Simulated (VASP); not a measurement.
**Cd3HgO4: single point with PBE**

Cd3HgO4:

```
Cd Hg O
1.0
     4.77665    0.00099   -0.00029
     0.00102    4.77336    0.00019
    -2.38919   -2.38697    4.87905
Cd Hg O
3 1 4
Direct
  0.74998 0.24997 0.49997
  0.25000 0.75003 0.50003
  0.50000 0.50000 0.00000
  0.00003 0.00001 0.00003
  0.50001 0.99999 0.99999
  0.73990 0.73991 0.47979
  0.00000 0.49999 0.99999
  0.26008 0.26009 0.52020
```

```yaml
Program: VASP 6.6.1
Task: single point
Functional: PBE
Potentials_or_basis: VASP PAW PBE potentials, release 64 (Cd_sv_GW, Hg_sv_GW, O)
Cutoff: 700 eV
k_mesh: 6 × 6 × 6
Occupations: gaussian, width 0.2 eV
Spin: no spin polarisation
Dipole_correction: no
Further_INCAR_settings: ALGO = Normal; EDIFF = 1e-06; NBANDS = 62
```

| Property | Result |
| --- | --- |
| Pressure | -0.2 GPa |
| Largest force | 0.009 eV/Å |
| Band gap on the k mesh | zero (bands 52 and 53 overlap by 1.57 eV) |

Forces on the atoms (eV/Å):
```
Cd   0.000  0.001  0.000
Cd   0.000 -0.001  0.000
Cd   0.000  0.000  0.000
Hg   0.000  0.000 -0.001
O    0.000  0.000  0.000
O    0.000 -0.001 -0.009
O    0.000  0.000  0.000
O    0.000  0.001  0.009
```

Stress tensor (GPa, compression positive):
```
-0.19 -0.02  0.01
-0.02 -0.15  0.00
 0.01  0.00 -0.25
```

Levels at points of the mesh, in eV from the Fermi level:
```csv
k point,band 48,band 49,band 50,band 51,band 52,band 53,band 54,band 55,band 56,band 57
"(0.00, 0.00, 0.00)",-2.28,-2.22,-1.70,-1.70,-1.62,-1.36,2.31,4.71,4.97,7.39
"(0.50, 0.00, 0.00)",-1.94,-1.36,-1.29,-1.00,-0.90,2.76,3.23,4.74,5.57,6.59
"(0.00, 0.50, 0.00)",-1.93,-1.36,-1.29,-1.00,-0.90,2.77,3.23,4.74,5.58,6.59
"(0.50, 0.50, 0.00)",-0.57,-0.55,-0.42,-0.21,0.21,3.88,3.90,3.98,4.46,5.86
"(0.00, 0.00, 0.50)",-2.41,-2.10,-2.09,-1.85,-1.84,1.24,2.65,3.16,3.40,7.73
"(0.50, 0.00, 0.50)",-1.94,-1.36,-1.29,-1.00,-0.90,2.76,3.23,4.74,5.57,6.59
"(0.00, 0.50, 0.50)",-1.93,-1.36,-1.29,-1.00,-0.90,2.77,3.23,4.74,5.58,6.59
"(0.50, 0.50, 0.50)",-0.57,-0.55,-0.42,-0.21,0.21,3.88,3.90,3.98,4.45,5.86
```

Run time: 16 min on 1 thread of AMD EPYC 9R45 96-Core Processor (Zen 5), on a shared host, peak memory 1.1 GiB.

Caveat: spin-orbit coupling is left out, which moves the levels of the heavy elements.
